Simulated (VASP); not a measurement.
**W2O3F3: single point with PBE**

Crystal: W2O3F3.

```
W F O
1.0
    -3.71630    0.00000    0.00000
     0.00000    3.71630    3.71630
     0.00000    3.71630   -3.71630
W F O
2 3 3
Direct
  0.00000 0.00000 0.00000
  0.00000 0.50000 0.50000
  0.00000 0.25000 0.75000
  0.00000 0.25000 0.25000
  0.50000 0.00000 0.00000
  0.00000 0.75000 0.25000
  0.00000 0.75000 0.75000
  0.50000 0.50000 0.50000
```

```
Program             : VASP 6.6.1
Task                : single point
Functional          : PBE
Potentials or basis : VASP PAW PBE potentials, release 64 (W_sv, F, O)
Cutoff              : 600 eV
k mesh              : 6 × 4 × 4
Occupations         : gaussian, width 0.1 eV
Spin                : no spin polarisation
```

```yaml
Pressure: 40.9 GPa
Largest_force: 8.397 eV/Å
Band_gap_on_the_k_mesh: zero (an odd number of electrons rules out a gap without spin polarisation)
```

Forces in eV/Å, atoms in the order of the input:
```
W    0.000 -5.825 -5.825
W    0.000  5.937  5.937
F    0.000  0.022 -0.180
F    0.000 -0.180  0.022
F    0.000  0.644  0.644
O    0.000  0.035  0.374
O    0.000  0.374  0.035
O    0.000 -1.007 -1.007
```

Stress tensor (GPa, compression positive):
```
41.07  0.00  0.00
 0.00 40.84 -1.24
 0.00 -1.24 40.84
```

Levels at points of the mesh, in eV from the Fermi level:
```tsv
k point	band 30	band 31	band 32	band 33	band 34	band 35	band 36	band 37
(0.00, 0.00, 0.00)	-4.66	-4.35	-3.58	-1.69	-1.67	-1.66	1.33	1.42
(0.50, 0.00, 0.00)	-4.36	-4.05	-3.58	-1.58	1.00	1.06	3.05	3.19
(0.00, 0.50, 0.00)	-4.79	-4.46	-3.73	-0.58	-0.54	0.26	0.32	0.51
(0.00, 0.00, 0.50)	-4.75	-4.66	-4.45	-0.58	-0.56	0.36	0.42	0.90
(0.50, 0.50, 0.00)	-4.26	-3.91	-3.77	0.40	1.19	1.26	1.34	2.67
(0.50, 0.00, 0.50)	-5.23	-4.14	-4.03	0.94	1.00	1.23	1.29	2.69
(0.00, 0.50, 0.50)	-4.63	-4.62	-4.31	-1.60	-1.60	1.19	1.26	1.32
(0.50, 0.50, 0.50)	-5.74	-4.20	-4.18	1.05	1.07	1.28	1.34	3.25
```

It took 6.7 min on 1 thread of Intel Xeon 8259CL, with other jobs on the host, peak memory 0.32 GiB.

Caveat: the cell stands under pressure; spin-orbit coupling is left out, which moves the levels of the heavy elements; an odd number of electrons without spin polarisation forces a metal; a magnetic or distorted state may lie lower.
